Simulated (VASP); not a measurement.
# Ni (Fm-3m) in VASP: further runs, part 2 of 2

VASP 6.6.1. The steps go on from the part before.

## 4. Single point, LDA, collinear spin, ferromagnetic start (11.84 Å³/atom)

This run uses another cell than the first one, of 11.84 Å³/atom.

Contents of INCAR:

```
SYSTEM = Ni
  PREC = Accurate
  ENCUT = 520
  EDIFF = 1E-7
  ISMEAR = 0
  SIGMA = 0.15
  LREAL = .False.
  LASPH = .True.
  NELM = 150
  ALGO = Fast
  ISIF = 2
  LWAVE = .False.
  LCHARG = .True.
  ISPIN = 2
  MAGMOM = 0.75
  LORBIT = 11
  NUPDOWN = 0.75
  LMAXMIX = 4
  LELF = .True.
  LVHAR = .True.
  NBANDS = 15
```

Contents of KPOINTS:

```
Automatic mesh
0
Gamma
  24 24 24
  0 0 0
```

Contents of POSCAR:

```
Ni
1.0
    0.0000000000      1.8091101921      1.8091101921
    1.8091101921      0.0000000000      1.8091101921
    1.8091101921      1.8091101921      0.0000000000
Ni
1
Direct
    0.0000000000      0.0000000000      0.0000000000
```

Potentials or basis: VASP PAW LDA potentials, release 64 (Ni).

The run is started by

```console
$ cat potpaw_LDA.64/Ni/POTCAR > POTCAR
$ mpirun -np 1 vasp_std > vasp.out
```

OUTCAR:

```text
SYSTEM = Ni
   PREC = Accurate
   ENCUT = 520
   EDIFF = 1E-7
   ISMEAR = 0
   LREAL = .False.
   LASPH = .True.
   NELM = 150
   ISIF = 2
   ISPIN = 2
   LORBIT = 11
   NUPDOWN = 0.75

 ion  position               nearest neighbor table
   1  0.000  0.000  0.000-

  LATTYP: Found a face centered cubic cell.
 ALAT       =     3.6182203842

  Lattice vectors:

 A1 = (   0.0000000000,   1.8091101921,   1.8091101921)
 A2 = (   1.8091101921,   0.0000000000,   1.8091101921)
 A3 = (   1.8091101921,   1.8091101921,   0.0000000000)

Analysis of symmetry for initial positions (statically):
=====================================================================
 Subroutine PRICEL returns:
 Original cell was already a primitive cell.

 Routine SETGRP: Setting up the symmetry group for a
 face centered cubic supercell.

 Subroutine GETGRP returns: Found 48 space group operations
 (whereof 48 operations were pure point group operations)
 out of a pool of 48 trial point group operations.

The static configuration has the point symmetry O_h .

Analysis of symmetry for dynamics (positions and initial velocities):
=====================================================================
 Subroutine PRICEL returns:
 Original cell was already a primitive cell.

 Routine SETGRP: Setting up the symmetry group for a
 face centered cubic supercell.

 Subroutine GETGRP returns: Found 48 space group operations
 (whereof 48 operations were pure point group operations)
 out of a pool of 48 trial point group operations.

The dynamic configuration has the point symmetry O_h .

Analysis of structural, dynamic, and magnetic symmetry:
=====================================================================
 Subroutine PRICEL returns:
 Original cell was already a primitive cell.

 Routine SETGRP: Setting up the symmetry group for a
 face centered cubic supercell.

 Subroutine GETGRP returns: Found 48 space group operations
 (whereof 48 operations were pure point group operations)
 out of a pool of 48 trial point group operations.

The overall configuration has the point symmetry O_h .

 Subroutine INISYM returns: Found 48 space group operations
[... 154 lines left out ...]

 k-point     1 :       0.0000    0.0000    0.0000
  band No.  band energies     occupation
      1      -0.5549      1.00000
      2       5.6302      1.00000
      3       5.6302      1.00000
      4       5.6302      1.00000
      5       6.6432      1.00000
      6       6.6432      1.00000
      7      30.9340      0.00000
      8      34.0054      0.00000
      9      34.0054      0.00000
     10      34.0054      0.00000
     11      36.7398      0.00000
     12      36.7398      0.00000
     13      36.7398      0.00000
     14      40.1118      0.00000
[... 403 lines left out ...]
      4       6.7536      1.00000
      5       7.2265      1.00000
      6       7.7256      0.99999
      7      13.7306      0.00000
      8      29.2498      0.00000
      9      30.1642      0.00000
     10      30.7822      0.00000
     11      34.6581      0.00000
     12      35.0483      0.00000
     13      39.8640      0.00000
     14      49.1942      0.00000
     15      51.4499      0.00000

 [... further k-points ...]

 spin component 2

 k-point     1 :       0.0000    0.0000    0.0000
  band No.  band energies     occupation
      1      -0.4871      1.00000
      2       6.3727      1.00000
      3       6.3727      1.00000
      4       6.3727      1.00000
      5       7.3429      1.00000
      6       7.3429      1.00000
      7      30.9277      0.00000
      8      34.0963      0.00000
      9      34.0963      0.00000
     10      34.0963      0.00000
     11      36.9425      0.00000
     12      36.9425      0.00000
     13      36.9425      0.00000
     14      40.1037      0.00000
[... 403 lines left out ...]
      4       7.1603      1.00000
      5       8.0112      0.06625
      6       8.2455      0.00010
      7      14.1265      0.00000
      8      29.2618      0.00000
      9      30.3235      0.00000
     10      30.9395      0.00000
     11      34.8034      0.00000
     12      35.2044      0.00000
     13      40.0689      0.00000
     14      49.3497      0.00000
     15      51.5919      0.00000

 [... further k-points ...]
[... 5 lines left out ...]
  --------------------------------------------------------------------------------------
  -------------------------------------------------------------------------------------
  Total       -2.0045155     -2.0045155     -2.0045155     -0.0000000      0.0000000      0.0000000
  in kB     -271.2032836   -271.2032836   -271.2032836     -0.0000000      0.0000000      0.0000000
  external PRESSURE =    -271.2032836 kB  Pullay stress =       0.0000000 kB

 VOLUME and BASIS-vectors are now :
 -----------------------------------------------------------------------------
  energy-cutoff  :      520.00
  volume of cell :       11.84
      direct lattice vectors                 reciprocal lattice vectors
     0.000000000  1.809110192  1.809110192    -0.276378964  0.276378964  0.276378964
     1.809110192  0.000000000  1.809110192     0.276378964 -0.276378964  0.276378964
     1.809110192  1.809110192  0.000000000     0.276378964  0.276378964 -0.276378964

 POSITION                                       TOTAL-FORCE (eV/Angst)
 -----------------------------------------------------------------------------------
      0.00000      0.00000      0.00000         0.000000     -0.000000      0.000000
 -----------------------------------------------------------------------------------
    total drift:                                0.000000      0.000000      0.000000

  FREE ENERGIE OF THE ION-ELECTRON SYSTEM (eV)
  ---------------------------------------------------
  free  energy   TOTEN  =        -6.3928199502 eV

  energy  without entropy=       -6.3708339922  energy(sigma->0) =       -6.38182697

 total charge

# of ion       s       p       d       tot
------------------------------------------
    1        0.469   0.431   8.280   9.181

 magnetization (x)

# of ion       s       p       d       tot
------------------------------------------
    1       -0.001  -0.012   0.768   0.756
```

OSZICAR:

```text
N       E                     dE             d eps       ncg     rms          rms(c)
DAV:   1     0.322886400454E+02    0.32289E+02   -0.42315E+03 26209   0.844E+02
DAV:   2    -0.601793810748E+01   -0.38307E+02   -0.35393E+02 28168   0.160E+02
DAV:   3    -0.750116059873E+01   -0.14832E+01   -0.14687E+01 30100   0.311E+01
DAV:   4    -0.751161977716E+01   -0.10459E-01   -0.10457E-01 30136   0.247E+00
DAV:   5    -0.751177750115E+01   -0.15772E-03   -0.15772E-03 30896   0.277E-01    0.958E+00
RMM:   6    -0.686828171234E+01    0.64350E+00   -0.21065E+00 33195   0.155E+01    0.742E+00
RMM:   7    -0.641263072304E+01    0.45565E+00   -0.28482E-01 32685   0.561E+00    0.184E+00
RMM:   8    -0.639629978787E+01    0.16331E-01   -0.49650E-03 38928   0.502E-01    0.908E-01
RMM:   9    -0.639361616165E+01    0.26836E-02   -0.72028E-04 38891   0.215E-01    0.207E-01
RMM:  10    -0.639284458851E+01    0.77157E-03   -0.26238E-04 36450   0.183E-01    0.712E-02
RMM:  11    -0.639281809260E+01    0.26496E-04   -0.61692E-05 40185   0.467E-02    0.301E-02
RMM:  12    -0.639281977070E+01   -0.16781E-05   -0.81032E-06 38130   0.193E-02    0.985E-03
RMM:  13    -0.639281994072E+01   -0.17002E-06   -0.13907E-06 38734   0.850E-03    0.150E-03
RMM:  14    -0.639281995023E+01   -0.95035E-08   -0.26320E-07 30814   0.313E-03
   1 F= -.63928200E+01 E0= -.63818270E+01  d E =-.219860E-01  mag=     0.7500
```

stdout:

```text
POSCAR found type information on POSCAR Ni
 POSCAR found :  1 types and       1 ions
 scaLAPACK will be used
 LDA part: xc-table for (Slater(with rela. corr.)+CA(PZ))
 , standard interpolation
 POSCAR, INCAR and KPOINTS ok, starting setup
 FFT: planning ... GRIDC
 FFT: planning ... GRID_SOFT
 FFT: planning ... GRID
 WAVECAR not read
 entering main loop
WARNING in EDDRMM: call to ZHEGV failed, returncode =   6  3     15
WARNING in EDDRMM: call to ZHEGV failed, returncode =   8  4     13
WARNING in EDDRMM: call to ZHEGV failed, returncode =   6  3     13
WARNING in EDDRMM: call to ZHEGV failed, returncode =   6  3     13
WARNING in EDDRMM: call to ZHEGV failed, returncode =   8  4     14
WARNING in EDDRMM: call to ZHEGV failed, returncode =   8  4     12
WARNING in EDDRMM: call to ZHEGV failed, returncode =   6  3     13
 num prob WARNING in EDDRMM: call to ZHEGV failed, returncode =   8  4     13
WARNING in EDDRMM: call to ZHEGV failed, returncode =   8  4     12
WARNING in EDDRMM: call to ZHEGV failed, returncode =   8  4     12
 num prob  num prob RMM:  14    -0.639281995023E+01   -0.95035E-08   -0.26320E-07 30814   0.313E-03
```

Run time: 78 s. Hardware: 1 thread of Intel Xeon 6975P-C (Granite Rapids), shared host; peak memory 0.21 GiB.

Results:

```yaml
Free_energy: -6.3928 eV
Pressure: -27.1 GPa
Net_moment: 0.75 μB per cell
Site_moments: Ni +0.76 μB
Valence_electrons_inside_the_program's_atomic_spheres: Ni 9.18
```

Caveat: the cell stands under tension; the total moment is fixed, so each spin has its own Fermi level.

## 5. Summary

```csv
fixed moment (μB),cell,pressure (GPa),moment (μB)
0.375,"a = 2.514 Å, angles 60.0°, 1 atom",-22.2,0.38
0.625,"a = 2.514 Å, angles 60.0°, 1 atom",-21.6,0.63
0.75,"a = 2.558 Å, angles 60.0°, 1 atom",-27.1,0.75
```

Alike in all rows: task single point; level LDA; potentials or basis VASP PAW LDA potentials, release 64 (Ni); spin collinear, ferromagnetic start; k mesh 24 × 24 × 24; cutoff (eV) 520; smearing gaussian 0.15 eV.

Caveats: the cell stands under tension; the total moment is fixed, so each spin has its own Fermi level.

Total energies depend on the potentials used, so only differences within one code and one set of settings carry meaning.
